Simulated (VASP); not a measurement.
Ga15SnN16 (a cell with a defect): single point with PBE

System: Ga15SnN16 (a cell with a defect).

```xyz
32
Lattice="6.3600 0.0000 0.0000 -3.1800 5.5079 0.0000 0.0000 0.0000 10.3320" Properties=species:S:1:pos:R:3 pbc="T T T"
Sn    0.0000    1.8360    0.1497
Ga    0.0000    1.8360    4.9232
Ga   -1.5704    4.6013   -0.0534
Ga   -1.6039    4.5819    5.1778
Ga    3.1800    1.8133   -0.0534
Ga    3.1800    1.8520    5.1778
Ga    1.5704    4.6013   -0.0534
Ga    1.6039    4.5819    5.1778
Ga    1.6249    0.8978    2.6460
Ga    1.5809    0.9232    7.6343
Ga    0.0000    3.7123    2.6460
Ga    0.0000    3.6614    7.6343
Ga    4.7351    0.8978    2.6460
Ga    4.7791    0.9232    7.6343
Ga    3.1800    3.6719    2.5277
Ga    3.1800    3.6719    7.7605
N     0.0000    1.8360    2.7850
N     0.0000    1.8360    6.9943
N    -1.5773    4.5972    1.9079
N    -1.6193    4.5730    7.0950
N     3.1800    1.8213    1.9079
N     3.1800    1.8698    7.0950
N     1.5773    4.5972    1.9079
N     1.6193    4.5730    7.0950
N     1.6695    0.8721    4.5996
N     1.6633    0.8757    9.5470
N     0.0000    3.7637    4.5996
N     0.0000    3.7566    9.5470
N     4.6905    0.8721    4.5996
N     4.6967    0.8757    9.5470
N     3.1800    3.6719    4.4736
N     3.1800    3.6719    9.7030
```

```
Program             : VASP 6.6.1
Task                : single point
Functional          : PBE
Potentials or basis : VASP PAW PBE potentials, release 64 (Sn_d, Ga_d, N)
Cutoff              : 520 eV
k mesh              : 4 × 4 × 2
Occupations         : fermi-dirac, width 0.01 eV
Spin                : no spin polarisation
```

| Property | Result |
| --- | --- |
| Largest force | 0.035 eV/Å |

Forces in eV/Å, atoms in the order of the input:
```
Sn   0.000  0.000  0.034
Ga   0.000  0.000  0.013
Ga   0.004  0.002 -0.010
Ga   0.020  0.012  0.004
Ga   0.000 -0.005 -0.010
Ga   0.000 -0.024  0.004
Ga  -0.004  0.002 -0.010
Ga  -0.020  0.012  0.004
Ga  -0.019  0.011 -0.010
Ga   0.004 -0.003  0.010
Ga   0.000 -0.022 -0.010
Ga   0.000  0.005  0.010
Ga   0.019  0.011 -0.010
Ga  -0.004 -0.003  0.010
Ga   0.000  0.000 -0.001
Ga   0.000  0.000  0.002
N    0.000  0.000 -0.035
N    0.000  0.000  0.011
N    0.001  0.001  0.004
N   -0.006 -0.003 -0.006
N    0.000 -0.001  0.004
N    0.000  0.007 -0.006
N   -0.001  0.001  0.004
N    0.006 -0.003 -0.006
N    0.013 -0.007  0.010
N    0.007 -0.004 -0.011
N    0.000  0.015  0.010
N    0.000  0.008 -0.011
N   -0.013 -0.007  0.010
N   -0.007 -0.004 -0.011
N    0.000  0.000  0.003
N    0.000  0.000  0.002
```

Levels at points of the mesh, in eV from the Fermi level:
| k point | band 141 | band 142 | band 143 | band 144 | band 145 | band 146 | band 147 | band 148 | band 149 | band 150 |
| --- | --- | --- | --- | --- | --- | --- | --- | --- | --- | --- |
| (0.00, 0.00, 0.00) | -2.90 | -2.56 | -2.42 | -2.42 | -1.15 | 0.25 | 1.50 | 1.50 | 1.57 | 1.74 |
| (0.50, 0.00, 0.00) | -3.16 | -3.11 | -2.86 | -2.76 | -0.28 | 1.26 | 2.12 | 2.15 | 2.38 | 2.69 |
| (0.00, 0.00, 0.50) | -2.70 | -2.70 | -2.49 | -2.49 | -0.79 | 0.68 | 1.06 | 1.46 | 1.46 | 1.70 |
| (0.50, 0.00, 0.50) | -3.18 | -3.12 | -2.85 | -2.74 | -0.34 | 1.18 | 1.97 | 2.11 | 2.21 | 2.36 |

Run time: 61 min on 1 thread of Intel Xeon 8259CL, on a shared host, peak memory 0.6 GiB.

Caveat: the cell carries a net charge on a neutralising background, which shifts energy and pressure; the cell is charged against a uniform background, so pressure and absolute levels hang on convention; spin-orbit coupling is left out, which moves the levels of the heavy elements.
